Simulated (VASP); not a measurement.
Os: single point with r2SCAN+D3(BJ)

The system is Os.

```
Os
1.0
     2.69715    0.00000    0.00000
    -1.34857    2.33580    0.00000
     0.00000    0.00000    4.26132
Os
2
Direct
  0.66667 0.33333 0.75000
  0.33333 0.66667 0.25000
```

```json
{
  "Program": "VASP 6.6.1",
  "Task": "single point",
  "Functional": "r2SCAN",
  "Dispersion": "D3(BJ)",
  "Potentials or basis": "VASP PAW PBE potentials, release 64 (Os)",
  "Cutoff": "520 eV",
  "k mesh": "11 × 11 × 6",
  "Occupations": "fermi-dirac, width 0.05 eV",
  "Spin": "no spin polarisation"
}
```

The pressure is 18.3 GPa and the band gap on the k mesh is zero (band 8 reaches 12.24 eV, above the bottom of band 9 at 7.91 eV). The dispersion energy per atom is -0.320 eV.

Stress tensor (GPa, compression positive):
```
18.10  0.00  0.00
 0.00 18.10  0.00
 0.00  0.00 18.84
```

Levels at points of the mesh, in eV from the Fermi level:
```csv
k point,band 6,band 7,band 8,band 9,band 10,band 11
"(0.00, 0.00, 0.00)",-2.39,-2.39,-1.69,-1.69,0.07,1.92
"(0.00, 0.00, 0.50)",-3.54,-3.54,-3.54,1.05,1.05,1.05
```

Run time: 64 s on 1 thread of AMD EPYC 7R13 Processor (Zen 3), on a shared host, peak memory 0.13 GiB.

Caveat: the PAW data sets were made with another functional, which shifts forces and pressure a little; spin-orbit coupling is left out, which moves the levels of the heavy elements; pairwise dispersion overbinds metals, which lowers pressure and volume.
